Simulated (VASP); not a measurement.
# PbS (sol) (I4/mmm) in VASP: further runs

Runs on PbS (sol). Level: PBEsol. Tasks: single point, relaxation of the atoms.

Program: VASP 6.6.1. These are calculated values, not measurements. Logs are shortened: lines on timing, memory, paths and dates and some standing lists are left out, and cuts for length are marked.

## (1) The cell of the first run

It takes space group I4/mmm (No. 139, tetragonal). Conventional cell: a = 4.133 Å, b = 4.133 Å, c = 5.916 Å, α = 90.00°, β = 90.00°, γ = 90.00°. Pb (site symmetry 4/mmm) has 6 S at 2.92 to 2.96 Å within 3.8 Å. S (site symmetry 4/mmm) has 6 Pb at 2.92 to 2.96 Å within 3.8 Å.

## (2) Single point, PBEsol (strained cell)

The input, INCAR:

```
SYSTEM = PbS
  PREC = Accurate
  ENCUT = 500
  EDIFF = 1E-6
  ISMEAR = 0
  SIGMA = 0.01
  LREAL = .FALSE.
  LASPH = .TRUE.
  NELM = 120
  ALGO = Normal
  ISIF = 2
  LWAVE = .FALSE.
  LCHARG = .FALSE.
  GGA = PS
  NBANDS = 17
  GGA_COMPAT = .FALSE.
```

The input, KPOINTS:

```
regular mesh
0
G
  10 10 10
  0 0 0
```

The input, POSCAR:

```
PbS
1.0
    0.0000000000      2.9223668753      2.9579062762
    2.9223668753      0.0000000000      2.9579062762
    2.9223668753      2.9223668753      0.0000000000
Pb S
1 1
Direct
    0.0000000000      0.0000000000      0.0000000000
    0.5000000000      0.5000000000      0.5000000000
```

Potentials or basis: VASP PAW PBE potentials, release 64 (Pb_d, S).

The run is started by

```console
$ cat potpaw_PBE.64/Pb_d/POTCAR potpaw_PBE.64/S/POTCAR > POTCAR
$ mpirun -np 1 vasp_std > vasp.out
```

OUTCAR:

```text
SYSTEM = PbS
   PREC = Accurate
   ENCUT = 500
   EDIFF = 1E-6
   ISMEAR = 0
   LREAL = .FALSE.
   LASPH = .TRUE.
   NELM = 120
   ISIF = 2
   GGA = PS

 ion  position               nearest neighbor table
   1  0.000  0.000  0.000-   2 2.92   2 2.92   2 2.92   2 2.92   2 2.96   2 2.96
   2  0.500  0.500  0.500-   1 2.92   1 2.92   1 2.92   1 2.92   1 2.96   1 2.96

  LATTYP: Found a body centered tetragonal cell.
 ALAT       =     4.1328508693
 C/A-ratio  =     1.4314120542

  Lattice vectors:

 A1 = (  -2.9223668753,   0.0000000000,   2.9579062762)
 A2 = (   2.9223668753,   0.0000000000,   2.9579062762)
 A3 = (   0.0000000000,   2.9223668753,  -2.9579062762)

Analysis of symmetry for initial positions (statically):
=====================================================================
 Subroutine PRICEL returns:
 Original cell was already a primitive cell.

 Routine SETGRP: Setting up the symmetry group for a
 body centered tetragonal supercell.

 Subroutine GETGRP returns: Found 16 space group operations
 (whereof 16 operations were pure point group operations)
 out of a pool of 16 trial point group operations.

The static configuration has the point symmetry D_4h.

Analysis of symmetry for dynamics (positions and initial velocities):
=====================================================================
 Subroutine PRICEL returns:
 Original cell was already a primitive cell.

 Routine SETGRP: Setting up the symmetry group for a
 body centered tetragonal supercell.

 Subroutine GETGRP returns: Found 16 space group operations
 (whereof 16 operations were pure point group operations)
 out of a pool of 16 trial point group operations.

The dynamic configuration has the point symmetry D_4h.

 Subroutine INISYM returns: Found 16 space group operations
 (whereof 16 operations are pure point group operations),
 and found     1 'primitive' translations

----------------------------------------------------------------------------------------

                                     Primitive cell

  volume of cell :      50.5224

  direct lattice vectors                    reciprocal lattice vectors
     0.000000000  2.922366875  2.957906276    -0.171094192  0.171094192  0.169038486
     2.922366875  0.000000000  2.957906276     0.171094192 -0.171094192  0.169038486
     2.922366875  2.922366875  0.000000000     0.171094192  0.171094192 -0.169038486

  length of vectors
     4.158056961  4.158056961  4.132850869     0.295161744  0.295161744  0.295161744

  position of ions in fractional coordinates (direct lattice)
     0.000000000  0.000000000  0.000000000
     0.500000000  0.500000000  0.500000000

  ion indices of the primitive-cell ions
   primitive index   ion index
                 1           1
                 2           2

----------------------------------------------------------------------------------------

 KPOINTS: regular mesh

Automatic generation of k-mesh.
 Grid dimensions read from file:
 generate k-points for:   10   10   10

 Generating k-lattice:

  Cartesian coordinates                     Fractional coordinates (reciprocal lattice)
    -0.017109419  0.017109419  0.016903849     0.100000000  0.000000000  0.000000000
     0.017109419 -0.017109419  0.016903849     0.000000000  0.100000000  0.000000000
     0.017109419  0.017109419 -0.016903849    -0.000000000 -0.000000000  0.100000000

  Length of vectors
     0.029516174  0.029516174  0.029516174

  Shift w.r.t. Gamma in fractional coordinates (k-lattice)
     0.000000000  0.000000000  0.000000000

 Subroutine IBZKPT returns following result:
 ===========================================

 Found    102 irreducible k-points:

 Following reciprocal coordinates:
            Coordinates               Weight
  0.000000  0.000000  0.000000      1.000000
  0.100000  0.000000  0.000000      8.000000
  0.200000  0.000000  0.000000      8.000000
  0.300000 -0.000000  0.000000      8.000000
  0.400000  0.000000  0.000000      8.000000
  0.500000 -0.000000  0.000000      4.000000
[... 16 lines left out ...]
  0.300000  0.300000  0.000000      2.000000
  0.400000  0.300000  0.000000      8.000000
 [... further k-points ...]
   k-points           NKPTS =    102   k-points in BZ     NKDIM =    102   number of bands    NBANDS=     17
   number of dos      NEDOS =    301   number of ions     NIONS =      2
   total plane-waves  NPLWV =  27000
   dimension x,y,z NGX =    30 NGY =   30 NGZ =   30
   dimension x,y,z NGXF=    60 NGYF=   60 NGZF=   60
   ions per type =               1   1
   NGX,Y,Z   is equivalent  to a cutoff of  11.99, 11.99, 12.07 a.u.
   NGXF,Y,Z  is equivalent  to a cutoff of  23.99, 23.99, 24.14 a.u.
 SYSTEM =  PbS
   PREC   = accura    normal or accurate (medium, high low for compatibility)
   ISTART =      0    job   : 0-new  1-cont  2-samecut
   ICHARG =      2    charge: 1-file 2-atom 10-const
   ISPIN  =      1    spin polarized calculation?
   LNONCOLLINEAR =      F non collinear calculations
   LSORBIT =      F    spin-orbit coupling
   LASPH  =      T    aspherical Exc in radial PAW
   ENCUT  =  500.0 eV  36.75 Ry    6.06 a.u.   7.58  7.58  7.54*2*pi/ulx,y,z
   NELM   =    120;   NELMIN=  2; NELMDL= -5     # of ELM steps
   EDIFF  = 0.1E-05   stopping-criterion for ELM
   LREAL  =      F    real-space projection
   EDIFFG = 0.1E-04   stopping-criterion for IOM
   NSW    =      0    number of steps for IOM
   IBRION =     -1    ionic relax: 0-MD 1-quasi-New 2-CG
   NFREE  =      0    steps in history (QN), initial steepest desc. (CG)
   ISIF   =      2    stress and relaxation
   ISYM   =      2    0-nonsym 1-usesym 2-fastsym
   POTIM  = 0.5000    time-step for ionic-motion
   TEBEG  =    0.0;   TEEND  =   0.0 temperature during run
   PSTRESS=    0.0 pullay stress
   NELECT =      20.0000    total number of electrons
   NUPDOWN=      -1.0000    fix difference up-down
   EMIN   =  10.00;   EMAX   =-10.00  energy-range for DOS
   EFERMI =   0.00;   METHOD = LEGACY
   ISMEAR =     0;   SIGMA  =   0.01  broadening in eV -4-tet -1-fermi 0-gaus
   EFERMI_NEDOS =   21; number of points for ismear=-14 and -15
   IALGO  =     38    algorithm
   IMIX   =      4    mixing-type and parameters
     AMIX     =   0.40;   BMIX     =  1.00
     AMIX_MAG =   1.60;   BMIX_MAG =  1.00
  volume/ion in A,a.u.               =      25.26       170.47
  Fermi-wavevector in a.u.,A,eV,Ry     =   1.202053  2.271550 19.659478  1.444931
  Thomas-Fermi vector in A             =   2.337845
   LORBIT       =      0    0 simple, 1 ext, 2 COOP (PROOUT), +10 PAW based schemes
   GGA     = PS    functional components
   LHFCALC =     F    Hartree Fock is set to
   AEXX    =    0.0000 exact exchange contribution
   IVDW    =     0    specifies the selected vdW correction
   LEPSILON=     F    determine dielectric tensor
   LRPA    =     F    only Hartree local field effects (RPA)
 non-spin polarized calculation
 Gauss-broadening in eV      SIGMA  =   0.01
  energy-cutoff  :      500.00
  volume of cell :       50.52
 maximum number of plane-waves:      1307
   NGX = 15   NGY = 15   NGZ = 15

 number of electron      20.0000001 magnetization

 Free energy of the ion-electron system (eV)
  ---------------------------------------------------
  ext. energy  EPLUGINS =         0.00000000
  ---------------------------------------------------
  free energy    TOTEN  =        -9.45125366 eV

  energy without entropy =       -9.45125366  energy(sigma->0) =       -9.45125366

 E-fermi :   6.2462     XC(G=0): -10.0378

 val. band max:        6.1619833863   @ k =   0.5000  -0.0000   0.0000
 cond. band min:       6.2867570054   @ k =   0.5000  -0.0000   0.0000
 fundamental gap:      0.1247736191
 Fermi energy:         6.2462097230

 k-point     1 :       0.0000    0.0000    0.0000
  band No.  band energies     occupation
      1     -10.6826      2.00000
      2     -10.6826      2.00000
      3     -10.6807      2.00000
      4     -10.6740      2.00000
      5     -10.6659      2.00000
      6      -7.7829      2.00000
[... 9 lines left out ...]
     16      12.7055      0.00000
     17      14.4665      0.00000

 k-point     2 :       0.1000    0.0000    0.0000
  band No.  band energies     occupation
      1     -10.6821      2.00000
      2     -10.6801      2.00000
      3     -10.6799      2.00000
      4     -10.6731      2.00000
      5     -10.6672      2.00000
      6      -7.6915      2.00000
[... 9 lines left out ...]
     16      12.9698      0.00000
     17      15.3742      0.00000

 k-point     3 :       0.2000    0.0000    0.0000
  band No.  band energies     occupation
      1     -10.6878      2.00000
      2     -10.6835      2.00000
      3     -10.6807      2.00000
      4     -10.6606      2.00000
      5     -10.6605      2.00000
      6      -7.4285      2.00000
[... 9 lines left out ...]
     16      13.5491      0.00000
     17      17.0205      0.00000

 k-point     4 :       0.3000   -0.0000    0.0000
  band No.  band energies     occupation
      1     -10.6983      2.00000
      2     -10.6940      2.00000
      3     -10.6801      2.00000
      4     -10.6457      2.00000
      5     -10.6437      2.00000
      6      -7.0364      2.00000
[... 9 lines left out ...]
     16      14.4106      0.00000
     17      18.5039      0.00000
[... 343 lines left out ...]
      1     -10.7053      2.00000
      2     -10.6892      2.00000
      3     -10.6771      2.00000
      4     -10.6570      2.00000
      5     -10.6403      2.00000
      6      -6.8850      2.00000
[... 9 lines left out ...]
     16      15.8383      0.00000
     17      16.2732      0.00000

 k-point    23 :       0.3000    0.3000    0.0000
  band No.  band energies     occupation
      1     -10.7771      2.00000
      2     -10.6999      2.00000
      3     -10.6473      2.00000
      4     -10.6382      2.00000
      5     -10.6382      2.00000
      6      -6.7638      2.00000
[... 9 lines left out ...]
     16      16.8570      0.00000
     17      16.9407      0.00000

 k-point    24 :       0.4000    0.3000    0.0000
  band No.  band energies     occupation
      1     -10.8004      2.00000
      2     -10.6997      2.00000
      3     -10.6506      2.00000
      4     -10.6311      2.00000
      5     -10.6258      2.00000
      6      -6.4456      2.00000
[... 9 lines left out ...]
     16      17.1566      0.00000
     17      17.7423      0.00000

 [... further k-points ...]
[... 5 lines left out ...]
  --------------------------------------------------------------------------------------
  -------------------------------------------------------------------------------------
  Total        0.5196676      0.5196676     -0.0183991      0.0000000      0.0000000      0.0000000
  in kB       16.4798150     16.4798150     -0.5834771      0.0000000      0.0000000      0.0000000
  external PRESSURE =      10.7920510 kB  Pullay stress =       0.0000000 kB

 VOLUME and BASIS-vectors are now :
 -----------------------------------------------------------------------------
  energy-cutoff  :      500.00
  volume of cell :       50.52
      direct lattice vectors                 reciprocal lattice vectors
     0.000000000  2.922366875  2.957906276    -0.171094192  0.171094192  0.169038486
     2.922366875  0.000000000  2.957906276     0.171094192 -0.171094192  0.169038486
     2.922366875  2.922366875  0.000000000     0.171094192  0.171094192 -0.169038486

 POSITION                                       TOTAL-FORCE (eV/Angst)
 -----------------------------------------------------------------------------------
      0.00000      0.00000      0.00000        -0.000000      0.000000      0.000000
      2.92237      2.92237      2.95791         0.000000     -0.000000     -0.000000
 -----------------------------------------------------------------------------------
    total drift:                               -0.000000      0.000000      0.000000

  FREE ENERGIE OF THE ION-ELECTRON SYSTEM (eV)
  ---------------------------------------------------
  free  energy   TOTEN  =        -9.4512536561 eV

  energy  without entropy=       -9.4512536561  energy(sigma->0) =       -9.45125366
```

It took 92 s on 1 thread of Intel Xeon Platinum 8259CL at 2.50GHz (Skylake/Cascade Lake), shared host; peak memory 0.22 GiB.

Results:

```yaml
Free_energy: -9.4513 eV
Pressure: 1.1 GPa
Band_gap_on_the_k_mesh: 0.12 eV, direct
```

Stress tensor (GPa, compression positive):
```
 1.65  0.00  0.00
 0.00  1.65  0.00
 0.00  0.00 -0.06
```

Caveat: the cell differs from its parent crystal (strained cell); the PAW data sets were made with another functional, which shifts forces and pressure a little; spin-orbit coupling is left out, which moves the levels of the heavy elements. A k mesh can miss the band edges.

## (3) Relaxation of the atoms, PBEsol (strained cell)

The input, INCAR:

```
SYSTEM = PbS
  PREC = Accurate
  ENCUT = 450
  EDIFF = 1E-7
  ISMEAR = 0
  SIGMA = 0.01
  LREAL = .FALSE.
  LASPH = .TRUE.
  NELM = 120
  ALGO = Normal
  ISIF = 2
  LWAVE = .FALSE.
  LCHARG = .FALSE.
  GGA = PS
  IBRION = 2
  NSW = 60
  EDIFFG = -0.002
  GGA_COMPAT = .FALSE.
  NELMIN = 4
```

KPOINTS is that of step 2.

The input, POSCAR:

```
PbS
1.0
    0.0000000000      2.9223668753      2.9584463068
    2.9223668753      0.0000000000      2.9584463068
    2.9223668753      2.9223668753      0.0000000000
Pb S
1 1
Direct
    0.0000000000      0.0000000000      0.0000000000
    0.5000000000      0.5000000000      0.5000000000
```

Potentials or basis: VASP PAW PBE potentials, release 64 (Pb_d, S).

The run is started by

```console
$ cat potpaw_PBE.64/Pb_d/POTCAR potpaw_PBE.64/S/POTCAR > POTCAR
$ mpirun -np 1 vasp_std > vasp.out
```

OUTCAR:

```text
SYSTEM = PbS
   PREC = Accurate
   ENCUT = 450
   EDIFF = 1E-7
   ISMEAR = 0
   LREAL = .FALSE.
   LASPH = .TRUE.
   NELM = 120
   ISIF = 2
   GGA = PS
   IBRION = 2
   NSW = 60
   EDIFFG = -0.002
   NELMIN = 4

 ion  position               nearest neighbor table
   1  0.000  0.000  0.000-   2 2.92   2 2.92   2 2.92   2 2.92   2 2.96   2 2.96
   2  0.500  0.500  0.500-   1 2.92   1 2.92   1 2.92   1 2.92   1 2.96   1 2.96
[... 603 lines left out ...]

------------------------ aborting loop because EDIFF is reached ----------------------------------------

  FORCE on cell =-STRESS in cart. coord.  units (eV):
  Direction    XX          YY          ZZ          XY          YZ          ZX
  --------------------------------------------------------------------------------------
  -------------------------------------------------------------------------------------
  Total        0.5368644      0.5368644     -0.0089365      0.0000000      0.0000000      0.0000000
  in kB       17.0220558     17.0220558     -0.2833457      0.0000000      0.0000000      0.0000000
  external PRESSURE =      11.2535887 kB  Pullay stress =       0.0000000 kB

 VOLUME and BASIS-vectors are now :
 -----------------------------------------------------------------------------
  energy-cutoff  :      450.00
  volume of cell :       50.53
      direct lattice vectors                 reciprocal lattice vectors
     0.000000000  2.922366875  2.958446307    -0.171094192  0.171094192  0.169007630
     2.922366875  0.000000000  2.958446307     0.171094192 -0.171094192  0.169007630
     2.922366875  2.922366875  0.000000000     0.171094192  0.171094192 -0.169007630

 POSITION                                       TOTAL-FORCE (eV/Angst)
 -----------------------------------------------------------------------------------
      0.00000      0.00000      0.00000        -0.000000      0.000000      0.000000
      2.92237      2.92237      2.95845         0.000000     -0.000000      0.000000
 -----------------------------------------------------------------------------------
    total drift:                               -0.000000      0.000000      0.000000

  FREE ENERGIE OF THE ION-ELECTRON SYSTEM (eV)
  ---------------------------------------------------
  free  energy   TOTEN  =        -9.4511990787 eV

  energy  without entropy=       -9.4511990787  energy(sigma->0) =       -9.45119908

 reached required accuracy - stopping structural energy minimisation
```

CONTCAR:

```text
PbS
   1.00000000000000
     0.0000000000000000    2.9223668752999998    2.9584463068000000
     2.9223668752999998    0.0000000000000000    2.9584463068000000
     2.9223668752999998    2.9223668752999998    0.0000000000000000
  Pb              S
     1     1
Direct
     0.0000000000000000    0.0000000000000000    0.0000000000000000
     0.5000000000000000    0.5000000000000000    0.5000000000000000

  0.00000000E+00  0.00000000E+00  0.00000000E+00
  0.00000000E+00  0.00000000E+00  0.00000000E+00
```

It took 83 s on 1 thread of Intel Xeon Platinum 8259CL at 2.50GHz (Skylake/Cascade Lake), shared host; peak memory 0.2 GiB.

Results:

```
Free energy             : -9.4512 eV
Pressure after relaxing : 1.1 GPa
Band gap on the k mesh  : 0.13 eV, direct
```

Final structure:
```yaml
crystal:
  lattice:
    - [0.00000, 2.92237, 2.95845]
    - [2.92237, 0.00000, 2.95845]
    - [2.92237, 2.92237, 0.00000]
  atoms:
    - { symbol: Pb, position: [0.00000, 0.00000, 0.00000] }
    - { symbol: S, position: [0.50000, 0.50000, 0.50000] }
```

Levels at points of the mesh, in eV from the valence-band top:
| k point | band 8 | band 9 | band 10 | band 11 | band 12 | band 13 |
| --- | --- | --- | --- | --- | --- | --- |
| (0.00, 0.00, 0.00) | -2.41 | -2.41 | -2.31 | 5.02 | 5.31 | 5.31 |
| (0.50, 0.00, 0.00) | -1.97 | -1.94 | 0.00 | 0.13 | 1.74 | 1.82 |
| (0.50, 0.50, 0.00) | -5.57 | -3.70 | -3.70 | 3.57 | 5.50 | 5.77 |
| (0.50, 0.00, 0.50) | -5.59 | -3.79 | -3.67 | 3.52 | 5.56 | 5.64 |

Caveat: the cell differs from its parent crystal (strained cell); the relaxation stopped at its first step, so nothing moved; the PAW data sets were made with another functional, which shifts forces and pressure a little; spin-orbit coupling is left out, which moves the levels of the heavy elements. A k mesh can miss the band edges.
